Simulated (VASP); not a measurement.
# Ta2Si (I4/m) in VASP: a series of runs, part 2 of 2

VASP 6.6.1. The steps go on from the part before.

### Step 3. Single point, PBEsol (mode 4 (110.0 1/cm) frozen in, largest displacement +0.075 Å)

INCAR reads:

```
  ALGO = Fast
  EDIFF = 1E-6
  ENCUT = 520
  GGA = PS
  ISIF = 2
  ISMEAR = 0
  LASPH = True
  LCHARG = False
  LREAL = False
  LWAVE = False
  NBANDS = 35
  NELM = 60
  PREC = Accurate
  SIGMA = 0.15
```

KPOINTS reads:

```
k-points
0
Gamma
  12 12 12
```

POSCAR reads:

```
Ta2Si
1.0
   -3.0683767195      3.0683767195      2.5198993614
    3.0683767195     -3.0683767195      2.5198993614
    3.0683767195      3.0683767195     -2.5198993614
Ta Si
4 2
Direct
    0.6717080611      0.8455756734      0.5172837345
    0.8455756734      0.3282919389      0.1738676123
    0.3282919389      0.1544243266      0.4827162655
    0.1544243266      0.6717080611      0.8261323878
    0.2620676144      0.2620676144      0.0000000000
    0.7379323856      0.7379323856      0.0000000000
```

Potentials or basis: VASP PAW PBE potentials, release 64 (Ta_pv, Si).

Command:

```console
$ cat potpaw_PBE.64/Ta_pv/POTCAR potpaw_PBE.64/Si/POTCAR > POTCAR
$ mpirun -np 1 vasp_std > vasp.out
```

OUTCAR:

```text
EDIFF = 1E-6
   ENCUT = 520
   GGA = PS
   ISIF = 2
   ISMEAR = 0
   LASPH = True
   LREAL = False
   NELM = 60
   PREC = Accurate

 ion  position               nearest neighbor table
   1  0.672  0.846  0.517-   5 2.59   6 2.59   6 2.65   5 2.65   3 2.83   3 2.94   3 2.94   2 3.15
                             4 3.15   4 3.22   2 3.22   2 3.22   4 3.22   4 3.35   2 3.35
   2  0.846  0.328  0.174-   5 2.59   6 2.59   6 2.65   5 2.65   4 2.83   4 2.94   4 2.94   1 3.15
                             3 3.15   3 3.22   3 3.22   1 3.22   1 3.22   3 3.35   1 3.35
   3  0.328  0.154  0.483-   6 2.59   5 2.59   6 2.65   5 2.65   1 2.83   1 2.94   1 2.94   4 3.15
                             2 3.15   2 3.22   2 3.22   4 3.22   4 3.22   2 3.35   4 3.35
   4  0.154  0.672  0.826-   6 2.59   5 2.59   5 2.65   6 2.65   2 2.83   2 2.94   2 2.94   3 3.15
                             1 3.15   1 3.22   3 3.22   1 3.22   3 3.22   1 3.35   3 3.35
   5  0.262  0.262  0.000-   6 2.40   1 2.59   2 2.59   3 2.59   4 2.59   6 2.64   4 2.65   2 2.65
                             1 2.65   3 2.65
   6  0.738  0.738  0.000-   5 2.40   4 2.59   3 2.59   2 2.59   1 2.59   5 2.64   4 2.65   2 2.65
                             3 2.65   1 2.65

  LATTYP: Found a body centered tetragonal cell.
 ALAT       =     6.1367534390
 C/A-ratio  =     0.8212483641

  Lattice vectors:

 A1 = (  -3.0683767195,   3.0683767195,   2.5198993614)
 A2 = (   3.0683767195,  -3.0683767195,   2.5198993614)
 A3 = (   3.0683767195,   3.0683767195,  -2.5198993614)

Analysis of symmetry for initial positions (statically):
=====================================================================
 Subroutine PRICEL returns:
 Original cell was already a primitive cell.

 Routine SETGRP: Setting up the symmetry group for a
 body centered tetragonal supercell.

 Subroutine GETGRP returns: Found  8 space group operations
 (whereof  8 operations were pure point group operations)
 out of a pool of 16 trial point group operations.

The static configuration has the point symmetry C_4h.

Analysis of symmetry for dynamics (positions and initial velocities):
=====================================================================
 Subroutine PRICEL returns:
 Original cell was already a primitive cell.

 Routine SETGRP: Setting up the symmetry group for a
 body centered tetragonal supercell.

 Subroutine GETGRP returns: Found  8 space group operations
 (whereof  8 operations were pure point group operations)
 out of a pool of 16 trial point group operations.

The dynamic configuration has the point symmetry C_4h.

 Subroutine INISYM returns: Found  8 space group operations
 (whereof  8 operations are pure point group operations),
 and found     1 'primitive' translations

----------------------------------------------------------------------------------------

                                     Primitive cell

  volume of cell :      94.8988

  direct lattice vectors                    reciprocal lattice vectors
    -3.068376719  3.068376719  2.519899361     0.000000000  0.162952612  0.198420623
     3.068376719 -3.068376719  2.519899361     0.162952612  0.000000000  0.198420623
     3.068376719  3.068376719 -2.519899361     0.162952612  0.162952612  0.000000000

  length of vectors
[... 49 lines left out ...]
  0.166667 -0.000000  0.000000      8.000000
  0.250000  0.000000  0.000000      8.000000
  0.333333  0.000000  0.000000      8.000000
  0.416667 -0.000000  0.000000      8.000000
[... 16 lines left out ...]
 -0.250000  0.083333  0.000000      8.000000
 -0.083333  0.250000  0.000000      8.000000
 [... further k-points ...]
   k-points           NKPTS =    242   k-points in BZ     NKDIM =    242   number of bands    NBANDS=     35
   number of dos      NEDOS =    301   number of ions     NIONS =      6
   total plane-waves  NPLWV =  64000
   dimension x,y,z NGX =    40 NGY =   40 NGZ =   40
   dimension x,y,z NGXF=    80 NGYF=   80 NGZF=   80
   ions per type =               4   2
   NGX,Y,Z   is equivalent  to a cutoff of  13.25, 13.25, 13.25 a.u.
   NGXF,Y,Z  is equivalent  to a cutoff of  26.50, 26.50, 26.50 a.u.
 SYSTEM =  unknown system
   PREC   = accura    normal or accurate (medium, high low for compatibility)
   ISTART =      0    job   : 0-new  1-cont  2-samecut
   ICHARG =      2    charge: 1-file 2-atom 10-const
   ISPIN  =      1    spin polarized calculation?
   LNONCOLLINEAR =      F non collinear calculations
   LSORBIT =      F    spin-orbit coupling
   LASPH  =      T    aspherical Exc in radial PAW
   ENCUT  =  520.0 eV  38.22 Ry    6.18 a.u.   9.33  9.33  9.33*2*pi/ulx,y,z
   NELM   =     60;   NELMIN=  2; NELMDL= -5     # of ELM steps
   EDIFF  = 0.1E-05   stopping-criterion for ELM
   LREAL  =      F    real-space projection
   EDIFFG = 0.1E-04   stopping-criterion for IOM
   NSW    =      0    number of steps for IOM
   IBRION =     -1    ionic relax: 0-MD 1-quasi-New 2-CG
   NFREE  =      0    steps in history (QN), initial steepest desc. (CG)
   ISIF   =      2    stress and relaxation
   ISYM   =      2    0-nonsym 1-usesym 2-fastsym
   POTIM  = 0.5000    time-step for ionic-motion
   TEBEG  =    0.0;   TEEND  =   0.0 temperature during run
   PSTRESS=    0.0 pullay stress
   NELECT =      52.0000    total number of electrons
   NUPDOWN=      -1.0000    fix difference up-down
   EMIN   =  10.00;   EMAX   =-10.00  energy-range for DOS
   EFERMI =   0.00;   METHOD = LEGACY
   ISMEAR =     0;   SIGMA  =   0.15  broadening in eV -4-tet -1-fermi 0-gaus
   EFERMI_NEDOS =   21; number of points for ismear=-14 and -15
   IALGO  =     68    algorithm
   IMIX   =      4    mixing-type and parameters
     AMIX     =   0.40;   BMIX     =  1.00
     AMIX_MAG =   1.60;   BMIX_MAG =  1.00
  volume/ion in A,a.u.               =      15.82       106.73
  Fermi-wavevector in a.u.,A,eV,Ry     =   1.339643  2.531558 24.417607  1.794644
  Thomas-Fermi vector in A             =   2.468019
   LORBIT       =      0    0 simple, 1 ext, 2 COOP (PROOUT), +10 PAW based schemes
   GGA     = PS    functional components
   LHFCALC =     F    Hartree Fock is set to
   AEXX    =    0.0000 exact exchange contribution
   IVDW    =     0    specifies the selected vdW correction
   LEPSILON=     F    determine dielectric tensor
   LRPA    =     F    only Hartree local field effects (RPA)
 non-spin polarized calculation
 RMM-DIIS sequential band-by-band and
 Gauss-broadening in eV      SIGMA  =   0.15
  energy-cutoff  :      520.00
  volume of cell :       94.90
 maximum number of plane-waves:      2589
 NGX is ok and might be reduce to    40
   NGX = 19   NGY = 19   NGZ = 19

 number of electron      51.9999999 magnetization

 Free energy of the ion-electron system (eV)
  ---------------------------------------------------
  ext. energy  EPLUGINS =         0.00000000
  ---------------------------------------------------
  free energy    TOTEN  =       -65.22758990 eV

  energy without entropy =      -65.19221365  energy(sigma->0) =      -65.20990177

 E-fermi :   7.5351     XC(G=0): -12.5970

 val. band max:        7.5350855403   @ k =  -0.4167   0.3333  -0.0833
 cond. band min:       7.5352577552   @ k =   0.5000   0.5000   0.0000
 fundamental gap:      0.0001722149
 Fermi energy:         7.5350916775

 k-point     1 :       0.0000    0.0000    0.0000
  band No.  band energies     occupation
      1     -26.9306      2.00000
      2     -26.9273      2.00000
      3     -26.9273      2.00000
      4     -26.8736      2.00000
      5     -26.8736      2.00000
      6     -26.8713      2.00000
[... 901 lines left out ...]
     34      11.8520      0.00000
     35      12.1163      0.00000

 [... further k-points ...]

------------------------ aborting loop because EDIFF is reached ----------------------------------------

  FORCE on cell =-STRESS in cart. coord.  units (eV):
  Direction    XX          YY          ZZ          XY          YZ          ZX
  --------------------------------------------------------------------------------------
  -------------------------------------------------------------------------------------
  Total        0.1140497      0.1140497      1.3097914      0.0000001      0.0000000      0.0000000
  in kB        1.9255036      1.9255036     22.1132297      0.0000010      0.0000000      0.0000000
  external PRESSURE =       8.6547456 kB  Pullay stress =       0.0000000 kB

 VOLUME and BASIS-vectors are now :
 -----------------------------------------------------------------------------
  energy-cutoff  :      520.00
  volume of cell :       94.90
      direct lattice vectors                 reciprocal lattice vectors
    -3.068376719  3.068376719  2.519899361     0.000000000  0.162952612  0.198420623
     3.068376719 -3.068376719  2.519899361     0.162952612  0.000000000  0.198420623
     3.068376719  3.068376719 -2.519899361     0.162952612  0.162952612  0.000000000

 POSITION                                       TOTAL-FORCE (eV/Angst)
 -----------------------------------------------------------------------------------
      2.12071      1.05373      2.51990        -0.355829     -0.554649      0.000000
     -1.05373      2.12071      2.51990         0.554649     -0.355829     -0.000000
      0.94766      2.01465      0.00000         0.355829      0.554649     -0.000000
      4.12211      0.94766     -0.00000        -0.554649      0.355829     -0.000000
      0.00000      0.00000      1.32077        -0.000000      0.000000     -0.113456
      0.00000      0.00000      3.71903        -0.000000      0.000000      0.113456
 -----------------------------------------------------------------------------------
    total drift:                               -0.000000     -0.000000      0.000000

  FREE ENERGIE OF THE ION-ELECTRON SYSTEM (eV)
  ---------------------------------------------------
  free  energy   TOTEN  =       -65.2275898973 eV

  energy  without entropy=      -65.1922136497  energy(sigma->0) =      -65.20990177
```

OSZICAR:

```text
N       E                     dE             d eps       ncg     rms          rms(c)
DAV:   1     0.453291327185E+03    0.45329E+03   -0.27952E+04 16940   0.150E+03
DAV:   2    -0.476857940927E+02   -0.50098E+03   -0.48829E+03 18572   0.430E+02
DAV:   3    -0.683581416954E+02   -0.20672E+02   -0.20109E+02 21580   0.779E+01
DAV:   4    -0.687943795452E+02   -0.43624E+00   -0.43265E+00 21016   0.106E+01
DAV:   5    -0.688019699952E+02   -0.75905E-02   -0.75764E-02 21063   0.135E+00    0.322E+01
RMM:   6    -0.656064767427E+02    0.31955E+01   -0.65558E+00 18449   0.113E+01    0.147E+01
RMM:   7    -0.652672510799E+02    0.33923E+00   -0.45865E+00 19755   0.839E+00    0.197E+00
RMM:   8    -0.652236173423E+02    0.43634E-01   -0.34616E-01 20669   0.267E+00    0.162E+00
RMM:   9    -0.652280722983E+02   -0.44550E-02   -0.83816E-02 22161   0.112E+00    0.657E-01
RMM:  10    -0.652278440809E+02    0.22822E-03   -0.19837E-02 21203   0.553E-01    0.246E-01
RMM:  11    -0.652276794436E+02    0.16464E-03   -0.51057E-03 21198   0.323E-01    0.254E-01
RMM:  12    -0.652275494946E+02    0.12995E-03   -0.14495E-03 21501   0.163E-01    0.621E-02
RMM:  13    -0.652275862868E+02   -0.36792E-04   -0.41457E-04 24110   0.781E-02    0.258E-02
RMM:  14    -0.652275909380E+02   -0.46512E-05   -0.52113E-05 23255   0.329E-02    0.268E-02
RMM:  15    -0.652275894477E+02    0.14903E-05   -0.11224E-05 18107   0.160E-02    0.336E-03
RMM:  16    -0.652275898973E+02   -0.44960E-06   -0.27189E-06 15624   0.782E-03
   1 F= -.65227590E+02 E0= -.65209902E+02  d E =-.353762E-01
```

It took 25 min on 1 thread of Intel Xeon Platinum 8259CL at 2.50GHz (Skylake/Cascade Lake), shared host; peak memory 0.71 GiB.

What came out:

| Property | Result |
| --- | --- |
| Free energy | -65.2276 eV |
| Pressure | 0.9 GPa |
| Largest force | 0.659 eV/Å |
| Band gap on the k mesh | zero (band 26 reaches 7.90 eV, above the bottom of band 27 at 7.22 eV) |

Forces in eV/Å, atoms in the order of the input:
```
Ta  -0.356 -0.555  0.000
Ta   0.555 -0.356  0.000
Ta   0.356  0.555  0.000
Ta  -0.555  0.356  0.000
Si   0.000  0.000 -0.113
Si   0.000  0.000  0.113
```

Stress tensor (GPa, compression positive):
```
0.19 0.00 0.00
0.00 0.19 0.00
0.00 0.00 2.21
```

Caveat: the cell differs from its parent crystal (mode 4 (110.0 1/cm) frozen in, largest displacement +0.075 Å); the PAW data sets were made with another functional, which shifts forces and pressure a little; spin-orbit coupling is left out, which moves the levels of the heavy elements.
